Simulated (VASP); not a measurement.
# CoO: single point with PBEsol+D4+U

Crystal: CoO.

```
CELL_PARAMETERS angstrom
1.60222 0.92504 2.56647
-1.60222 0.92504 2.56647
0.00000 -1.85008 2.56647
ATOMIC_POSITIONS crystal
Co 0.99898 0.99898 0.99898
O 0.75102 0.75102 0.75102
```

```json
{
  "Program": "VASP 6.6.1",
  "Task": "single point",
  "Functional": "PBEsol",
  "Dispersion": "D4",
  "Potentials or basis": "VASP PAW PBE potentials, release 64 (Co, O)",
  "Cutoff": "600 eV",
  "k mesh": "10 × 10 × 10",
  "Occupations": "gaussian, width 0.02 eV",
  "Spin": "collinear spin, ferromagnetic start",
  "Starting moments": "[2.74, 0.16] μB",
  "Hubbard terms": "Co d U = 7.0 eV",
  "Dipole correction": "no",
  "Further INCAR settings": "ALGO = Normal; EDIFF = 1e-06; NBANDS = 18"
}
```

| Property | Result |
| --- | --- |
| Pressure | 4.0 GPa |
| Largest force | 0.418 eV/Å |
| Band gap on the k mesh | 1.06 eV |
| Net moment | 3.00 μB per cell |
| Site moments | Co +2.84; O +0.11 μB |
| Valence electrons inside the program's atomic spheres | Co 8.07; O 5.03 |
| Dispersion energy per atom | -0.136 eV |

Forces on the atoms (eV/Å):
```
Co   0.000  0.000  0.418
O    0.000  0.000 -0.418
```

Stress tensor (GPa, compression positive):
```
1.60 0.00 0.00
0.00 1.60 0.00
0.00 0.00 8.90
```

Levels at points of the mesh, in eV from the valence-band top:
Spin up:
| k point | band 6 | band 7 | band 8 | band 9 | band 10 | band 11 | band 12 | band 13 |
| --- | --- | --- | --- | --- | --- | --- | --- | --- |
| (0.00, 0.00, 0.00) | -4.65 | -0.09 | -0.09 | 0.00 | 1.06 | 14.77 | 14.77 | 15.34 |
| (0.50, 0.00, 0.00) | -4.70 | -4.68 | -0.78 | -0.78 | 6.55 | 7.70 | 13.58 | 13.88 |
| (0.50, 0.50, 0.00) | -4.38 | -2.73 | -2.52 | -2.32 | 5.13 | 10.85 | 11.26 | 14.90 |
| (0.50, 0.50, 0.50) | -4.74 | -4.74 | -0.91 | -0.91 | 6.49 | 7.91 | 13.46 | 13.46 |
Spin down:
| k point | band 2 | band 3 | band 4 | band 5 | band 6 | band 7 | band 8 | band 9 | band 10 | band 11 |
| --- | --- | --- | --- | --- | --- | --- | --- | --- | --- | --- |
| (0.00, 0.00, 0.00) | -2.94 | -2.94 | -2.92 | -2.83 | -2.83 | 1.74 | 5.87 | 5.87 | 5.92 | 15.38 |
| (0.50, 0.00, 0.00) | -5.30 | -3.99 | -3.89 | -1.65 | -1.54 | 3.78 | 5.09 | 5.09 | 7.20 | 9.26 |
| (0.50, 0.50, 0.00) | -6.20 | -3.01 | -2.97 | -2.56 | -1.43 | 2.11 | 4.63 | 4.63 | 8.30 | 11.20 |
| (0.50, 0.50, 0.50) | -5.26 | -4.01 | -4.01 | -1.48 | -1.48 | 3.55 | 5.00 | 5.00 | 7.15 | 9.68 |

Eigenvalues of the final occupation matrices:
```tsv
site	spin	trace	eigenvalues
site 1 d	1	5.01	0.99 0.99 1.01 1.01 1.02
site 1 d	2	2.24	0.09 0.09 0.10 0.98 0.98
```

Wall time 2.2 min on 1 thread of Intel(R) Xeon(R) Platinum 8375C CPU @ 2.90GHz (Ice Lake), on a shared host, peak memory 0.24 GiB.

Caveat: the cell stands under pressure; the PAW data sets were made with another functional, which shifts forces and pressure a little; a cell with one magnetic atom can't hold antiferromagnetic order, which such compounds often take. The state reached can hang on the start; a lower one may exist.
